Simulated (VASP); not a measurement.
**HfO2: single point with HSE06**

Crystal: HfO2.

```
Hf O
1.0
     0.00000    2.52918    2.52918
     2.52918    0.00000    2.52918
     2.52918    2.52918    0.00000
Hf O
1 2
Direct
  0.00000 0.00000 0.00000
  0.25000 0.25000 0.25000
  0.75000 0.75000 0.75000
```

```yaml
Program: VASP 6.6.1
Task: single point
Functional: HSE06
Potentials_or_basis: VASP PAW PBE potentials, release 64 (Hf_pv, O)
Cutoff: 520 eV
k_mesh: 4 × 4 × 4
Occupations: gaussian, width 0.01 eV
Spin: no spin polarisation
Dipole_correction: no
Grid_for_exact_exchange_PRECFOCK: Normal
Further_INCAR_settings: ALGO = Normal; EDIFF = 1e-06; NBANDS = 18
Screening_parameter: 0.2079 1/Å
```

```yaml
Pressure: -5.3 GPa
Band_gap_on_the_k_mesh: 5.36 eV, direct
```

Levels at points of the mesh, in eV from the valence-band top:
```tsv
k point	band 9	band 10	band 11	band 12	band 13	band 14
(0.00, 0.00, 0.00)	-0.67	-0.67	-0.67	5.49	5.49	7.47
(0.50, 0.00, 0.00)	-2.97	-2.03	-2.03	6.27	6.27	8.73
(0.50, 0.50, 0.00)	-1.66	-1.66	0.00	5.36	7.30	8.36
```

Run time: 6.2 min on 1 thread of Intel Xeon 6975P-C, on a shared host, peak memory 0.26 GiB.

Caveat: the k points lie up to 0.54 Å⁻¹ apart; the PAW data sets were made with another functional, which shifts forces and pressure a little; spin-orbit coupling is left out, which moves the levels of the heavy elements. A k mesh can miss the band edges.
